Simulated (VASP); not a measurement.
Input of a VASP 6.6.1 run:

Contents of INCAR:

```
SYSTEM = LiCl
PREC = Accurate ; ENCUT = 520
EDIFF = 1E-6 ; ISMEAR = -1
SIGMA = 0.05 ; LREAL = .False.
LASPH = .True. ; NELM = 100
ALGO = Normal ; ISIF = 2
LWAVE = .False. ; LCHARG = .False.
GGA = PE ; NBANDS = 12
```

KPOINTS

```
regular mesh
0
Gamma
  11 11 11
  0 0 0
```

The input POSCAR:

```
LiCl
1.0
    0.0000000000      2.8001544700      2.6750973503
    2.8001544700      0.0000000000      2.6750973503
    2.8001544700      2.8001544700      0.0000000000
Li Cl
1 1
Direct
    0.0000000000      0.0000000000      0.0000000000
    0.2500000000      0.2500000000      0.2500000000
```

Potentials or basis: VASP PAW PBE potentials, release 64 (Li_sv, Cl).

Command:

```bash
$ cat potpaw_PBE.64/Li_sv/POTCAR potpaw_PBE.64/Cl/POTCAR > POTCAR
$ mpirun -np 1 vasp_std > vasp.out
```

Q: Estimate the band gap on the k mesh.

A: 5.91 eV, direct.

 A k mesh can miss the band edges.
